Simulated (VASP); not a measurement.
# MgO (F-43m) in VASP: a series of runs

The runs below take MgO through single point, with HSE06, PBE0, PBE, r2SCAN.

All numbers are computed with VASP 6.6.1; they aren't measurements. Logs are shortened: lines on timing, memory, paths and dates and some standing lists are left out, and cuts for length are marked.

## Step 1: The cell of the first run

Symmetry: F-43m, No. 216, cubic system. Conventional cell: a = 4.564 Å, b = 4.564 Å, c = 4.564 Å, α = 90.00°, β = 90.00°, γ = 90.00°. Within 2.6 Å of Mg (site symmetry -43m) lie 4 O at 1.98 Å. O (site symmetry -43m) has 4 Mg at 1.98 Å within 2.6 Å.

## Step 2: Single point, HSE06

The input, POSCAR:

```
MgO
1.0
    0.0000000000      2.2820056601      2.2820056601
    2.2820056601      0.0000000000      2.2820056601
    2.2820056601      2.2820056601      0.0000000000
Mg O
1 1
Direct
    0.0000000000      0.0000000000      0.0000000000
    0.2500000000      0.2500000000      0.2500000000
```

The input, INCAR.step1:

```
PREC = Accurate
ENCUT = 520
EDIFF = 1E-5
ISMEAR = 0
SIGMA = 0.01
LREAL = F
LASPH = T
NELM = 80
ALGO = Normal
ISIF = 2
LWAVE = T
LCHARG = F
NBANDS = 11
GGA = PE
```

The input, INCAR.step2:

```
PREC = Accurate
ENCUT = 520
EDIFF = 1E-6
ISMEAR = 0
SIGMA = 0.01
LREAL = F
LASPH = T
NELM = 80
ALGO = Normal
ISIF = 2
LWAVE = F
LCHARG = F
GGA = PE
LHFCALC = T
HFSCREEN = 0.2079
PRECFOCK = Normal
NBANDS = 11
ISTART = 1
```

The input, KPOINTS:

```
regular mesh
0
Gamma
  6 6 6
```

Potentials or basis: VASP PAW PBE potentials, release 64 (Mg, O).

Command:

```console
cat potpaw_PBE.64/Mg/POTCAR potpaw_PBE.64/O/POTCAR > POTCAR
cp INCAR.step1 INCAR
mpirun -np 1 vasp_std > vasp.out
cp INCAR.step2 INCAR
mpirun -np 1 vasp_std > vasp.out
```

OUTCAR:

```text
PREC = Accurate
   ENCUT = 520
   EDIFF = 1E-6
   ISMEAR = 0
   LREAL = F
   LASPH = T
   NELM = 80
   ISIF = 2
   GGA = PE
   LHFCALC = T
   HFSCREEN = 0.2079
   PRECFOCK = Normal
   ISTART = 1

 ion  position               nearest neighbor table
   1  0.000  0.000  0.000-   2 1.98   2 1.98   2 1.98   2 1.98
   2  0.250  0.250  0.250-   1 1.98   1 1.98   1 1.98   1 1.98

  LATTYP: Found a face centered cubic cell.
 ALAT       =     4.5640113202

  Lattice vectors:

 A1 = (   0.0000000000,   2.2820056601,   2.2820056601)
 A2 = (   2.2820056601,   0.0000000000,   2.2820056601)
 A3 = (   2.2820056601,   2.2820056601,   0.0000000000)

Analysis of symmetry for initial positions (statically):
=====================================================================
 Subroutine PRICEL returns:
 Original cell was already a primitive cell.

 Routine SETGRP: Setting up the symmetry group for a
 face centered cubic supercell.

 Subroutine GETGRP returns: Found 24 space group operations
 (whereof 24 operations were pure point group operations)
 out of a pool of 48 trial point group operations.

The static configuration has the point symmetry T_d .

Analysis of symmetry for dynamics (positions and initial velocities):
=====================================================================
 Subroutine PRICEL returns:
 Original cell was already a primitive cell.

 Routine SETGRP: Setting up the symmetry group for a
 face centered cubic supercell.

 Subroutine GETGRP returns: Found 24 space group operations
 (whereof 24 operations were pure point group operations)
 out of a pool of 48 trial point group operations.

The dynamic configuration has the point symmetry T_d .

 Subroutine INISYM returns: Found 24 space group operations
 (whereof 24 operations are pure point group operations),
 and found     1 'primitive' translations

----------------------------------------------------------------------------------------

                                     Primitive cell

  volume of cell :      23.7673

  direct lattice vectors                    reciprocal lattice vectors
     0.000000000  2.282005660  2.282005660    -0.219105504  0.219105504  0.219105504
     2.282005660  0.000000000  2.282005660     0.219105504 -0.219105504  0.219105504
     2.282005660  2.282005660  0.000000000     0.219105504  0.219105504 -0.219105504

  length of vectors
     3.227243354  3.227243354  3.227243354     0.379501865  0.379501865  0.379501865

  position of ions in fractional coordinates (direct lattice)
     0.000000000  0.000000000  0.000000000
     0.250000000  0.250000000  0.250000000

  ion indices of the primitive-cell ions
   primitive index   ion index
                 1           1
                 2           2

----------------------------------------------------------------------------------------

 KPOINTS: regular mesh

Automatic generation of k-mesh.
 Grid dimensions read from file:
 generate k-points for:    6    6    6

 Generating k-lattice:

  Cartesian coordinates                     Fractional coordinates (reciprocal lattice)
    -0.036517584  0.036517584  0.036517584     0.166666667  0.000000000  0.000000000
     0.036517584 -0.036517584  0.036517584     0.000000000  0.166666667  0.000000000
     0.036517584  0.036517584 -0.036517584     0.000000000  0.000000000  0.166666667

  Length of vectors
     0.063250311  0.063250311  0.063250311

  Shift w.r.t. Gamma in fractional coordinates (k-lattice)
     0.000000000  0.000000000  0.000000000

 Subroutine IBZKPT returns following result:
 ===========================================

 Found     16 irreducible k-points:

 Following reciprocal coordinates:
            Coordinates               Weight
  0.000000  0.000000  0.000000      1.000000
  0.166667  0.000000  0.000000      8.000000
  0.333333  0.000000  0.000000      8.000000
  0.500000  0.000000  0.000000      4.000000
  0.166667  0.166667  0.000000      6.000000
  0.333333  0.166667  0.000000     24.000000
[... 8 lines left out ...]
 -0.333333  0.333333  0.166667     24.000000
 -0.333333  0.500000  0.166667     12.000000
   k-points           NKPTS =     16   k-points in BZ     NKDIM =    216   number of bands    NBANDS=     11
   number of dos      NEDOS =    301   number of ions     NIONS =      2
   total plane-waves  NPLWV =  13824
   dimension x,y,z NGX =    24 NGY =   24 NGZ =   24
   dimension x,y,z NGXF=    48 NGYF=   48 NGZF=   48
   ions per type =               1   1
   NGX,Y,Z   is equivalent  to a cutoff of  12.36, 12.36, 12.36 a.u.
   NGXF,Y,Z  is equivalent  to a cutoff of  24.73, 24.73, 24.73 a.u.
 SYSTEM =  unknown system
   PREC   = accura    normal or accurate (medium, high low for compatibility)
   ISTART =      1    job   : 0-new  1-cont  2-samecut
   ICHARG =      0    charge: 1-file 2-atom 10-const
   ISPIN  =      1    spin polarized calculation?
   LNONCOLLINEAR =      F non collinear calculations
   LSORBIT =      F    spin-orbit coupling
   LASPH  =      T    aspherical Exc in radial PAW
   ENCUT  =  520.0 eV  38.22 Ry    6.18 a.u.   6.00  6.00  6.00*2*pi/ulx,y,z
   NELM   =     80;   NELMIN=  2; NELMDL=  0     # of ELM steps
   EDIFF  = 0.1E-05   stopping-criterion for ELM
   LREAL  =      F    real-space projection
   EDIFFG = 0.1E-04   stopping-criterion for IOM
   NSW    =      0    number of steps for IOM
   IBRION =     -1    ionic relax: 0-MD 1-quasi-New 2-CG
   NFREE  =      0    steps in history (QN), initial steepest desc. (CG)
   ISIF   =      2    stress and relaxation
   ISYM   =      3    0-nonsym 1-usesym 2-fastsym
   POTIM  = 0.5000    time-step for ionic-motion
   TEBEG  =    0.0;   TEEND  =   0.0 temperature during run
   PSTRESS=    0.0 pullay stress
   NELECT =       8.0000    total number of electrons
   NUPDOWN=      -1.0000    fix difference up-down
   EMIN   =  10.00;   EMAX   =-10.00  energy-range for DOS
   EFERMI =   0.00;   METHOD = LEGACY
   ISMEAR =     0;   SIGMA  =   0.01  broadening in eV -4-tet -1-fermi 0-gaus
   EFERMI_NEDOS =   21; number of points for ismear=-14 and -15
   IALGO  =     38    algorithm
   IMIX   =      1    mixing-type and parameters
     AMIX     =   0.40;   BMIX     =  1.00
     AMIX_MAG =   1.60;   BMIX_MAG =  1.00
  volume/ion in A,a.u.               =      11.88        80.19
  Fermi-wavevector in a.u.,A,eV,Ry     =   1.138793  2.152007 17.644708  1.296849
  Thomas-Fermi vector in A             =   2.275497
   LORBIT       =      0    0 simple, 1 ext, 2 COOP (PROOUT), +10 PAW based schemes
   GGA     = PE    functional components
   LHFCALC =     T    Hartree Fock is set to
   PRECFOCK=normal    Normal, Fast or Accurate (Low or Medium for compatibility)
   ENCUT4O =  -1.0   cutoff for four orbital integrals eV
   NKREDX  =     1    reduce k-point grid by
   NKREDY  =     1    reduce k-point grid by
   NKREDZ  =     1    reduce k-point grid by
   AEXX    =    0.2500 exact exchange contribution
   HFSCREEN=    0.2079 screening length (either q_TF or 0.3 A-1)
   HFSCREENC=   0.2079 screening length for correlation (either q_TF or 0.3 A-1)
   ENCUTFOCK=  -1.0 apply spherical cutoff to Coloumb kernel
   IVDW    =     0    specifies the selected vdW correction
   LEPSILON=     F    determine dielectric tensor
   LRPA    =     F    only Hartree local field effects (RPA)
 non-spin polarized calculation
 Gauss-broadening in eV      SIGMA  =   0.01
  energy-cutoff  :      520.00
  volume of cell :       23.77
 maximum number of plane-waves:       650
  NGX = 20; NGY = 20; NGZ = 20

 number of electron       8.0000007 magnetization

 Free energy of the ion-electron system (eV)
  ---------------------------------------------------
  ext. energy  EPLUGINS =         0.00000000
  ---------------------------------------------------
  free energy    TOTEN  =       -13.94064652 eV

  energy without entropy =      -13.94064652  energy(sigma->0) =      -13.94064652

 E-fermi :  -0.3994     XC(G=0):  -8.0136

 val. band max:       -0.4530133522   @ k =   0.0000   0.0000   0.0000
 cond. band min:       4.7875857396   @ k =   0.0000   0.0000   0.0000
 fundamental gap:      5.2405990919
 Fermi energy:        -0.3993793543

 k-point     1 :       0.0000    0.0000    0.0000
  band No.  band energies     occupation
      1     -17.8306      2.00000
      2      -0.4530      2.00000
      3      -0.4530      2.00000
      4      -0.4530      2.00000
      5       4.7876      0.00000
      6      18.3556      0.00000
      7      18.3556      0.00000
      8      18.3556      0.00000
      9      21.9407      0.00000
     10      21.9408      0.00000
     11      22.0381      0.00000

 k-point     2 :       0.1667    0.0000    0.0000
  band No.  band energies     occupation
      1     -17.6652      2.00000
      2      -1.5345      2.00000
      3      -0.5072      2.00000
      4      -0.5072      2.00000
      5       6.1101      0.00000
      6      16.2650      0.00000
      7      18.0494      0.00000
      8      18.0494      0.00000
      9      20.2499      0.00000
     10      20.2499      0.00000
     11      21.0325      0.00000

 k-point     3 :       0.3333    0.0000    0.0000
  band No.  band energies     occupation
      1     -17.3145      2.00000
      2      -3.0519      2.00000
      3      -0.6121      2.00000
      4      -0.6121      2.00000
      5       8.3514      0.00000
      6      13.2394      0.00000
      7      16.6478      0.00000
      8      16.6478      0.00000
      9      20.8700      0.00000
     10      21.8930      0.00000
     11      21.8930      0.00000
[... 155 lines left out ...]
 k-point    15 :      -0.3333    0.3333    0.1667
  band No.  band energies     occupation
      1     -16.9684      2.00000
      2      -2.8295      2.00000
      3      -1.9101      2.00000
      4      -1.1328      2.00000
      5       9.4134      0.00000
      6      12.3789      0.00000
      7      14.9039      0.00000
      8      16.6213      0.00000
      9      21.4682      0.00000
     10      22.3612      0.00000
     11      27.2529      0.00000

 k-point    16 :      -0.3333    0.5000    0.1667
  band No.  band energies     occupation
      1     -16.9150      2.00000
      2      -2.7245      2.00000
      3      -1.7854      2.00000
      4      -1.4914      2.00000
      5       8.5124      0.00000
      6      13.0401      0.00000
      7      15.6771      0.00000
      8      16.1586      0.00000
      9      20.1938      0.00000
     10      24.4913      0.00000
     11      25.7479      0.00000

------------------------ aborting loop because EDIFF is reached ----------------------------------------

  FORCE on cell =-STRESS in cart. coord.  units (eV):
  Direction    XX          YY          ZZ          XY          YZ          ZX
  --------------------------------------------------------------------------------------
  -------------------------------------------------------------------------------------
  Total       -0.0149999     -0.0149999     -0.0149999      0.0000000      0.0000000      0.0000000
  in kB       -1.0111580     -1.0111580     -1.0111580      0.0000000      0.0000000      0.0000000
  external PRESSURE =      -1.0111580 kB  Pullay stress =       0.0000000 kB

 VOLUME and BASIS-vectors are now :
 -----------------------------------------------------------------------------
  energy-cutoff  :      520.00
  volume of cell :       23.77
      direct lattice vectors                 reciprocal lattice vectors
     0.000000000  2.282005660  2.282005660    -0.219105504  0.219105504  0.219105504
     2.282005660  0.000000000  2.282005660     0.219105504 -0.219105504  0.219105504
     2.282005660  2.282005660  0.000000000     0.219105504  0.219105504 -0.219105504

 POSITION                                       TOTAL-FORCE (eV/Angst)
 -----------------------------------------------------------------------------------
      0.00000      0.00000      0.00000         0.000000      0.000000      0.000000
      1.14100      1.14100      1.14100        -0.000000     -0.000000     -0.000000
 -----------------------------------------------------------------------------------
    total drift:                                0.000001      0.000001      0.000001

  FREE ENERGIE OF THE ION-ELECTRON SYSTEM (eV)
  ---------------------------------------------------
  free  energy   TOTEN  =       -13.9406465215 eV

  energy  without entropy=      -13.9406465215  energy(sigma->0) =      -13.94064652
```

It took 11 min on 1 thread of AMD EPYC 7R43 (Zen 3), shared host; peak memory 0.21 GiB.

Results:

- Free energy: -13.9406 eV
- Pressure: -0.1 GPa
- Band gap on the k mesh: 5.24 eV

Caveat: the PAW data sets were made with another functional, which shifts forces and pressure a little.

[end of part 1 of 3]
